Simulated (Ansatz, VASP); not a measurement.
**One calculation of SiO2, two programs**

```
Si O
1.0
     4.40781    0.00000    0.00000
     0.00000    4.40781    0.00000
     0.00000    0.00000    2.44060
Si O
2 4
Cartesian
  2.2039 2.2039 1.2203
  0.0000 0.0000 0.0000
  3.0609 3.0609 0.0000
  0.8570 3.5508 1.2203
  1.3469 1.3469 0.0000
  3.5508 0.8570 1.2203
```

Alike in both runs: task single point; functional LDA; k mesh 6 × 6 × 10; occupations gaussian, width 0.05 eV; no spin polarisation.

|  | VASP | Ansatz |
| --- | --- | --- |
| version | VASP 6.6.1 | Ansatz 0.2.0 |
| potentials or method | VASP PAW LDA potentials, release 64 (Si, O_h), cutoff 910 eV | scalar-relativistic, plane waves, PAW |
| valence electrons in the cell | 32 | 32 |

|  | VASP | Ansatz | Ansatz less VASP |
| --- | --- | --- | --- |
| gap on the k mesh at the Fermi level (eV) | 5.37 | 5.37 | -0.004 |
| least direct gap on the mesh (eV) | 5.37 | 5.37 | -0.004 |
| rms of the force components (eV/Å) | 0.582 | 0.605 | +0.0227 |

Ansatz warns that its potentials were made for another functional, while VASP's fit it. LDA's correlation is that of Perdew and Zunger in VASP and of Perdew and Wang (1992) in Ansatz. Atom by atom the forces differ by 0.023 eV/Å (rms over components).

Noted on VASP's run: the cutoff is short for stress, so the pressure is rough.
